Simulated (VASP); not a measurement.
# Nb4H in VASP: notebook, part 2 of 2

VASP 6.6.1. The steps go on from the part before.

## Step 3: Relaxation of the atoms, PBE

Contents of INCAR:

```
ALGO = Fast
DIPOL = 0.5 0.5 0.345
EDIFF = 1E-6
EDIFFG = -0.025
ENCUT = 520
GGA = PE
IBRION = 2
IDIPOL = 3
ISIF = 2
ISMEAR = 0
LASPH = T
LCHARG = F
LDIPOL = T
LREAL = F
LWAVE = F
NELM = 100
NSW = 36
PREC = Accurate
SIGMA = 0.1
```

Contents of KPOINTS:

```
k-points
0
Gamma
  9 6 1
```

Contents of POSCAR:

```
Nb4H
1.0
    2.9829001615      0.0000000000      0.0000000000
    0.0000000000      4.2184578637      0.0000000000
    0.0000000000      0.0000000000     19.8127690725
Nb H
4 1
Selective dynamics
Direct
    0.5000000000      0.5000000000      0.2018900026  F F F
    0.0000000000      0.0000000000      0.2771672178  F F F
    0.5000000000      0.5000000000      0.3569599732  F F F
    0.0000000000      0.0000000000      0.4195662425  F F F
    0.5000000000      0.1000000000      0.4712548108  F F T
```

Potentials or basis: VASP PAW PBE potentials, release 64 (Nb_sv, H).

On the command line:

```sh
$ cat potpaw_PBE.64/Nb_sv/POTCAR potpaw_PBE.64/H/POTCAR > POTCAR
$ mpirun -np 1 vasp_std > vasp.out
```

OUTCAR:

```text
EDIFF = 1E-6
   EDIFFG = -0.025
   ENCUT = 520
   GGA = PE
   IBRION = 2
   ISIF = 2
   ISMEAR = 0
   LASPH = T
   LREAL = F
   NELM = 100
   NSW = 36
   PREC = Accurate

 ion  position               nearest neighbor table
   1  0.500  0.500  0.202-   2 2.98   2 2.98   2 2.98   2 2.98
   2  0.000  0.000  0.277-   4 2.82   1 2.98   1 2.98   1 2.98   1 2.98   3 3.03   3 3.03   3 3.03
                             3 3.03
   3  0.500  0.500  0.357-   4 2.87   4 2.87   4 2.87   4 2.87   2 3.03   2 3.03   2 3.03   2 3.03

   4  0.000  0.000  0.420-   5 1.86   5 1.86   2 2.82   3 2.87   3 2.87   3 2.87   3 2.87
   5  0.500  0.100  0.471-   4 1.86   4 1.86

  LATTYP: Found a simple orthorhombic cell.
 ALAT       =     2.9829001615
 B/A-ratio  =     1.4142135624
 C/A-ratio  =     6.6421160615

  Lattice vectors:

 A1 = (   2.9829001615,   0.0000000000,   0.0000000000)
 A2 = (   0.0000000000,   4.2184578637,   0.0000000000)
 A3 = (   0.0000000000,   0.0000000000,  19.8127690725)

Analysis of symmetry for initial positions (statically):
=====================================================================
[... 199 lines left out ...]
  -------------------------------------------------------------------------------------
  Total       -3.4345343     -4.2419712     -0.4219553      0.0000000      0.6310089      0.0000000
  in kB      -22.0719564    -27.2609310     -2.7116862      0.0000000      4.0551641      0.0000000
  external PRESSURE =     -17.3481912 kB  Pullay stress =       0.0000000 kB
[... 104 lines left out ...]
--------------------------------------- Ionic step        4  -------------------------------------------

 number of electron      53.0000006 magnetization

 dipolmoment           0.000000      0.000000      0.087907 electrons x Angstroem

 Free energy of the ion-electron system (eV)
  ---------------------------------------------------
  ext. energy  EPLUGINS =         0.00000000
  ---------------------------------------------------
  free energy    TOTEN  =       -40.15603204 eV

  energy without entropy =      -40.11627981  energy(sigma->0) =      -40.13615593

 E-fermi :   0.4791     XC(G=0):  -4.8613

 val. band max:        0.4681190219   @ k =   0.2222   0.0000   0.0000
 cond. band min:       0.4902670247   @ k =   0.1111   0.0000   0.0000
 fundamental gap:      0.0221480028
 Fermi energy:         0.4790682649

 k-point     1 :       0.0000    0.0000    0.0000
  band No.  band energies     occupation
      1     -54.4859      2.00000
      2     -54.3268      2.00000
      3     -54.2253      2.00000
      4     -54.0565      2.00000
      5     -30.8244      2.00000
      6     -30.6776      2.00000
[... 669 lines left out ...]
     30       1.9515      0.00000
     31       2.3159      0.00000

------------------------ aborting loop because EDIFF is reached ----------------------------------------

 vacuum level on the upper side and lower side of the slab       (xc-potential included)         0.605        -0.734

  FORCE on cell =-STRESS in cart. coord.  units (eV):
  Direction    XX          YY          ZZ          XY          YZ          ZX
  --------------------------------------------------------------------------------------
  -------------------------------------------------------------------------------------
  Total       -4.9588067     -4.4645164     -1.1546902      0.0000000      0.2686840      0.0000000
  in kB      -31.8676582    -28.6911127     -7.4205904      0.0000000      1.7266913      0.0000000
  external PRESSURE =     -22.6597871 kB  Pullay stress =       0.0000000 kB
[... 20 lines left out ...]
  FREE ENERGIE OF THE ION-ELECTRON SYSTEM (eV)
  ---------------------------------------------------
  free  energy   TOTEN  =       -40.1560320401 eV

  energy  without entropy=      -40.1162798107  energy(sigma->0) =      -40.13615593

 reached required accuracy - stopping structural energy minimisation

 vacuum level on the upper side and lower side of the slab         5.319         3.966
```

Wall time 35 min (1 thread of Oxide Virtual Turin-like, shared host); peak memory 0.39 GiB.

Results:

```
Free energy               : -40.1560 eV
Energy gained by relaxing : 13.7 meV/atom
Ionic steps               : 4
Band gap on the k mesh    : zero (an odd number of electrons rules out a gap without spin polarisation)
```

Step by step:
```
step  energy change (eV)  largest force on free atoms (eV/Å)  pressure (GPa)
   1              0.0000                              0.7559           -1.73
   2             -0.0248                              0.6054           -1.85
   3             -0.0660                              0.1453           -2.17
   4             -0.0685                              0.0002           -2.27
```

Final structure:
```
Nb H
1.0
     2.98290    0.00000    0.00000
     0.00000    4.21846    0.00000
     0.00000    0.00000   19.81277
Nb H
4 1
Direct
  0.50000 0.50000 0.20189
  0.00000 0.00000 0.27717
  0.50000 0.50000 0.35696
  0.00000 0.00000 0.41957
  0.50000 0.10000 0.48036
```

Levels at points of the mesh, in eV from the Fermi level:
| k point | band 24 | band 25 | band 26 | band 27 | band 28 | band 29 |
| --- | --- | --- | --- | --- | --- | --- |
| (0.00, 0.00, 0.00) | -0.77 | -0.45 | -0.19 | 0.21 | 0.35 | 0.40 |
| (0.00, 0.50, 0.00) | -0.51 | -0.06 | 0.26 | 0.27 | 0.38 | 0.50 |

## Step 4: Relaxation of the atoms, PBE

Contents of INCAR:

```
ALGO = Fast
DIPOL = 0.5 0.5 0.337
EDIFF = 1E-6
EDIFFG = -0.025
ENCUT = 520
GGA = PE
IBRION = 2
IDIPOL = 3
ISIF = 2
ISMEAR = 0
LASPH = True
LCHARG = False
LDIPOL = True
LREAL = False
LWAVE = False
NELM = 100
NSW = 36
PREC = Accurate
SIGMA = 0.1
```

KPOINTS is that of step 3.

POSCAR, as its differences from that of step 3:

```diff
@@ -13,2 +13,2 @@
     0.0000000000      0.0000000000      0.4195662425  F F F
-    0.5000000000      0.1000000000      0.4712548108  F F T
+    0.5000000000      0.3000000000      0.4313335853  F F T
```

On the command line:

```sh
$ cat potpaw_PBE.64/Nb_sv/POTCAR potpaw_PBE.64/H/POTCAR > POTCAR
$ mpirun -np 1 vasp_std > vasp.out
```

Run time: 38 min. Hardware: 1 thread of Oxide Virtual Turin-like, shared host; peak memory 0.39 GiB.

Results (log left out):

```yaml
Free_energy: -40.1323 eV
Energy_gained_by_relaxing: 62.9 meV/atom
Ionic_steps: 5
Band_gap_on_the_k_mesh: zero (an odd number of electrons rules out a gap without spin polarisation)
```

The path:
| step | energy change (eV) | largest force on free atoms (eV/Å) | pressure (GPa) |
| --- | --- | --- | --- |
| 1 | 0.0000 | 2.0619 | -1.04 |
| 2 | -0.1634 | 1.2677 | -1.39 |
| 3 | -0.2917 | 0.4153 | -1.91 |
| 4 | -0.3122 | 0.1240 | -2.12 |
| 5 | -0.3146 | 0.0063 | -2.22 |

Final structure:
```
Nb H
1.0
     2.98290    0.00000    0.00000
     0.00000    4.21846    0.00000
     0.00000    0.00000   19.81277
Nb H
4 1
Direct
  0.50000 0.50000 0.20189
  0.00000 0.00000 0.27717
  0.50000 0.50000 0.35696
  0.00000 0.00000 0.41957
  0.50000 0.30000 0.45012
```

Levels at points of the mesh, in eV from the Fermi level:
```
           k point  band 23  band 24  band 25  band 26  band 27  band 28  band 29  band 30
(0.00, 0.00, 0.00)    -1.00    -0.59    -0.34    -0.26     0.22     0.24     0.42     0.99
(0.00, 0.50, 0.00)    -1.00    -0.48    -0.30     0.15     0.25     0.42     0.42     0.50
```

## Step 5: The runs side by side

| cell | gap on the mesh (eV) |
| --- | --- |
| atoms relaxed, atomic positions A | none |
| atoms relaxed, atomic positions B | none |
| atoms relaxed, atomic positions C | none |

Alike in all rows: task relaxation of the atoms; level PBE; potentials or basis VASP PAW PBE potentials, release 64 (Nb_sv, H); no spin polarisation; k mesh 9 × 6 × 1; cutoff (eV) 520; smearing gaussian 0.1 eV.

Total energies depend on the potentials used, so only differences within one code and one set of settings carry meaning.

The gap in the log of VASP goes by the Fermi energy; the results here count the filled bands.